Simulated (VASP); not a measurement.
# ZnS: single point with r2SCAN

The system is ZnS.

```xyz
2
Lattice="0.0000 2.6673 2.6673 2.6673 0.0000 2.6673 2.6673 2.6673 0.0000" Properties=species:S:1:pos:R:3 pbc="T T T"
Zn    1.3337    1.3337    1.3337
S     0.0000    0.0000    0.0000
```

```json
{"Program": "VASP 6.6.1", "Task": "single point", "Functional": "r2SCAN", "Potentials or basis": "VASP PAW PBE potentials, release 64 (Zn, S)", "Cutoff": "520 eV", "k mesh": "8 × 8 × 8", "Occupations": "gaussian, width 0.02 eV", "Spin": "no spin polarisation"}
```

The pressure is 2.6 GPa and the band gap on the k mesh is 2.86 eV.

Levels at points of the mesh, in eV from the valence-band top:
| k point | band 7 | band 8 | band 9 | band 10 | band 11 | band 12 |
| --- | --- | --- | --- | --- | --- | --- |
| (0.00, 0.00, 0.00) | 0.00 | 0.00 | 0.00 | 2.86 | 6.87 | 6.87 |
| (0.50, 0.00, 0.00) | -5.66 | -0.95 | -0.95 | 3.89 | 7.37 | 7.37 |
| (0.50, 0.50, 0.00) | -4.77 | -2.43 | -2.43 | 3.64 | 4.47 | 12.07 |

Wall time 48 s on 1 thread of Intel(R) Xeon(R) Platinum 8488C (Sapphire Rapids), on a shared host, peak memory 0.16 GiB.

Caveat: the PAW data sets were made with another functional, which shifts forces and pressure a little. r2SCAN opens gaps a little over a GGA but as a rule still falls short of measured ones.
